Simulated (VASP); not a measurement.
The system is HfC (rocksalt type).

```
Hf C
1.0
     0.00000    2.32500    2.32500
     2.32500    0.00000    2.32500
     2.32500    2.32500    0.00000
Hf C
1 1
Direct
  0.00000 0.00000 0.00000
  0.50000 0.50000 0.50000
```

| Item | Value |
| --- | --- |
| Program | VASP 6.6.1 |
| Task | relaxation of cell and atoms |
| Functional | PBEsol |
| Potentials or basis | VASP PAW PBE potentials, release 64 (Hf_pv, C) |
| Cutoff | 600 eV |
| k mesh | 16 × 16 × 16 |
| Occupations | fermi-dirac, width 0.08 eV |
| Spin | no spin polarisation |

At the start: pressure -7.1 GPa; volume 12.57 Å³/atom.

Q: Where does the relaxation end?

A: Over 4 steps the energy falls by 8.2 meV/atom and the volume is 12.20 Å³/atom (-2.9 %); space group Fm-3m (No. 225, to 0.05 Å).

The path:
| step | energy change (eV) | largest force (eV/Å) | pressure (GPa) | volume (Å³) |
| --- | --- | --- | --- | --- |
| 1 | 0.0000 | 0.0000 | -7.06 | 25.14 |
| 2 | 0.0374 | 0.0000 | 14.62 | 23.17 |
| 3 | -0.0165 | 0.0000 | -0.18 | 24.42 |
| 4 | -0.0165 | 0.0000 | 0.06 | 24.40 |

Final structure:
```xyz
2
Lattice="0.0000 2.3021 2.3021 2.3021 0.0000 2.3021 2.3021 2.3021 0.0000" Properties=species:S:1:pos:R:3 pbc="T T T"
Hf    2.3021    0.0000    2.3021
C     2.3021    2.3021    2.3021
```

Caveat: the PAW data sets were made with another functional, which shifts forces and pressure a little.
